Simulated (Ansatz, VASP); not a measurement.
**ReS in VASP and in Ansatz**

The input INCAR:

```
SYSTEM = ReS
  PREC = Accurate
  ENCUT = 560
  EDIFF = 1E-6
  ISMEAR = 0
  SIGMA = 0.05
  LREAL = .FALSE.
  LASPH = .TRUE.
  NELM = 200
  ALGO = Normal
  ISIF = 2
  LWAVE = .FALSE.
  LCHARG = .FALSE.
  ISPIN = 2
  MAGMOM = 0.05 0
  LORBIT = 11
  LMAXMIX = 4
  GGA = PS
  NBANDS = 22
  GGA_COMPAT = .FALSE.
```

Contents of KPOINTS:

```
Automatic mesh
0
G
  10 10 10
  0 0 0
```

Contents of POSCAR:

```
ReS
1.0
    0.0000000000      2.5914766101      2.5914766101
    2.5914766101      0.0000000000      2.5914766101
    2.5914766101      2.5914766101      0.0000000000
Re S
1 1
Direct
    0.0000000000      0.0000000000      0.0000000000
    0.2500000000      0.2500000000      0.2500000000
```

Input for Ansatz:

```yaml
crystal:
  lattice:
    - [0.0, 2.5914766101, 2.5914766101]
    - [2.5914766101, 0.0, 2.5914766101]
    - [2.5914766101, 2.5914766101, 0.0]
  atoms:
    - { symbol: Re, position: [0.0, 0.0, 0.0], spin: 0.05 }
    - { symbol: S, position: [0.25, 0.25, 0.25] }
basis:
  ecutwfc: 420
  ecutrho_ratio: 4
kpoints:
  mp_grid: { grid: [10, 10, 10] }
hamiltonian:
  xc: pbesol
scf:
  occupations: { method: gaussian, width: 0.05 }
output:
  forces: true
  stress: true
  eigenvalues: true
  populations: true
magnetization:
  spin_polarized: true
```

Alike in both runs: task single point; functional PBEsol; k mesh 10 × 10 × 10; occupations gaussian, width 0.05 eV; collinear spin.

|  | VASP | Ansatz |
| --- | --- | --- |
| version | VASP 6.6.1 | Ansatz 0.2.0 |
| potentials or method | VASP PAW PBE potentials, release 64 (Re_sv_GW, S), cutoff 560 eV | scalar-relativistic, plane waves, PAW |
| valence electrons in the cell | 21 | 21 |

Ansatz gave:

- gap on the k mesh at the Fermi level (eV): none
- pressure (GPa): 0.0
- net moment per atom (μB): 0.04
- size of the moment on the site where the two differ most (μB): 0.04

Question: What did VASP give for the same quantities?

Answer: gap on the k mesh at the Fermi level (eV): none; pressure (GPa): -0.4; net moment per atom (μB): 0.02; size of the moment on the site where the two differ most (μB): 0.06.

VASP's potentials were made for PBE, not for PBEsol. Site moments also hang on the region over which each program counts them. A gap of «none» marks a metal or a gap that the smearing closes.

Neither program's run includes spin-orbit coupling.
